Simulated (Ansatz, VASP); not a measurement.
# Cu in VASP and in Ansatz

File INCAR:

```
ALGO = Fast
EDIFF = 1E-7
ENCUT = 520
GGA = CA
ISIF = 2
ISMEAR = 0
LASPH = T
LCHARG = T
LELF = T
LREAL = Auto
LVHAR = T
LWAVE = F
NBANDS = 168
NELM = 60
PREC = Accurate
SIGMA = 0.1
```

The input KPOINTS:

```
k-points
0
Gamma
  4 4 4
```

The input POSCAR:

```
Cu
1.0
   -5.2773513497     -5.2773513497      0.0000000000
    0.0000000000     -5.2773513497      5.2773513497
   -5.2773513497      0.0000000000      5.2773513497
Cu
27
Direct
    0.6666666667      0.0000000000      0.0000000000
    0.3333333333      0.0000000000      0.0000000000
    0.0000000000      0.0000000000      0.0000000000
    0.6666666667      0.3333333333      0.0000000000
    0.3333333333      0.3333333333      0.0000000000
    0.0000000000      0.3333333333      0.0000000000
    0.6666666667      0.6666666667      0.0000000000
    0.3333333333      0.6666666667      0.0000000000
    0.0000000000      0.6666666667      0.0000000000
    0.6666666667      0.0000000000      0.3333333333
    0.3333333333      0.0000000000      0.3333333333
    0.0000000000      0.0000000000      0.3333333333
    0.6666666667      0.3333333333      0.3333333333
    0.3333333333      0.3333333333      0.3333333333
    0.0000000000      0.3333333333      0.3333333333
    0.6666666667      0.6666666667      0.3333333333
    0.3333333333      0.6666666667      0.3333333333
    1.0000000000      0.6666666667      0.3333333333
    0.6666666667      0.0000000000      0.6666666667
    0.3333333333      0.0000000000      0.6666666667
    0.0000000000      0.0000000000      0.6666666667
    0.6666666667      0.3333333333      0.6666666667
    0.3333333333      0.3333333333      0.6666666667
    1.0000000000      0.3333333333      0.6666666667
    0.6666666667      0.6666666667      0.6666666667
    0.3333333333      0.6666666667      0.6666666667
    0.0000000000      0.6666666667      0.6666666667
```

Input for Ansatz:

```yaml
crystal:
  lattice:
    - [-5.2773513497, -5.2773513497, 0.0]
    - [0.0, -5.2773513497, 5.2773513497]
    - [-5.2773513497, 0.0, 5.2773513497]
  atoms:
    - { symbol: Cu, position: [0.6666666667, 0.0, 0.0] }
    - { symbol: Cu, position: [0.3333333333, 0.0, 0.0] }
    - { symbol: Cu, position: [0.0, 0.0, 0.0] }
    - { symbol: Cu, position: [0.6666666667, 0.3333333333, 0.0] }
    - { symbol: Cu, position: [0.3333333333, 0.3333333333, 0.0] }
    - { symbol: Cu, position: [0.0, 0.3333333333, 0.0] }
    - { symbol: Cu, position: [0.6666666667, 0.6666666667, 0.0] }
    - { symbol: Cu, position: [0.3333333333, 0.6666666667, 0.0] }
    - { symbol: Cu, position: [0.0, 0.6666666667, 0.0] }
    - { symbol: Cu, position: [0.6666666667, 0.0, 0.3333333333] }
    - { symbol: Cu, position: [0.3333333333, 0.0, 0.3333333333] }
    - { symbol: Cu, position: [0.0, 0.0, 0.3333333333] }
    - { symbol: Cu, position: [0.6666666667, 0.3333333333, 0.3333333333] }
    - { symbol: Cu, position: [0.3333333333, 0.3333333333, 0.3333333333] }
    - { symbol: Cu, position: [0.0, 0.3333333333, 0.3333333333] }
    - { symbol: Cu, position: [0.6666666667, 0.6666666667, 0.3333333333] }
    - { symbol: Cu, position: [0.3333333333, 0.6666666667, 0.3333333333] }
    - { symbol: Cu, position: [1.0, 0.6666666667, 0.3333333333] }
    - { symbol: Cu, position: [0.6666666667, 0.0, 0.6666666667] }
    - { symbol: Cu, position: [0.3333333333, 0.0, 0.6666666667] }
    - { symbol: Cu, position: [0.0, 0.0, 0.6666666667] }
    - { symbol: Cu, position: [0.6666666667, 0.3333333333, 0.6666666667] }
    - { symbol: Cu, position: [0.3333333333, 0.3333333333, 0.6666666667] }
    - { symbol: Cu, position: [1.0, 0.3333333333, 0.6666666667] }
    - { symbol: Cu, position: [0.6666666667, 0.6666666667, 0.6666666667] }
    - { symbol: Cu, position: [0.3333333333, 0.6666666667, 0.6666666667] }
    - { symbol: Cu, position: [0.0, 0.6666666667, 0.6666666667] }
basis:
  ecutwfc: 420
  xc_grid: 2
kpoints:
  mp_grid: { grid: [4, 4, 4], shift: [0.0, 0.0, 0.0] }
hamiltonian:
  xc: lda
scf:
  occupations: { method: gaussian, width: 0.1 }
output:
  forces: true
  stress: true
  eigenvalues: true
  write_density: true
  write_potential: true
  elf: true
  volumetric_format: npy
```

Alike in both runs: task single point; functional LDA; k mesh 4 × 4 × 4; occupations gaussian, width 0.1 eV; no spin polarisation.

|  | VASP | Ansatz |
| --- | --- | --- |
| version | VASP 6.6.1 | Ansatz 0.2.0 |
| potentials or method | VASP PAW LDA potentials, release 64 (Cu), cutoff 520 eV | scalar-relativistic, plane waves, PAW |
| valence electrons in the cell | 297 | 513 |

|  | VASP | Ansatz | Ansatz less VASP |
| --- | --- | --- | --- |
| gap on the k mesh at the Fermi level (eV) | none | none | - |
| pressure (GPa) | 0.7 | -0.1 | -0.79 |

LDA's correlation is that of Perdew and Zunger in VASP and of Perdew and Wang (1992) in Ansatz. A gap of «none» marks a metal or a gap that the smearing closes. VASP's potentials hold 297 valence electrons a cell and Ansatz's 513, so a difference there can come from the potentials and not from the codes.
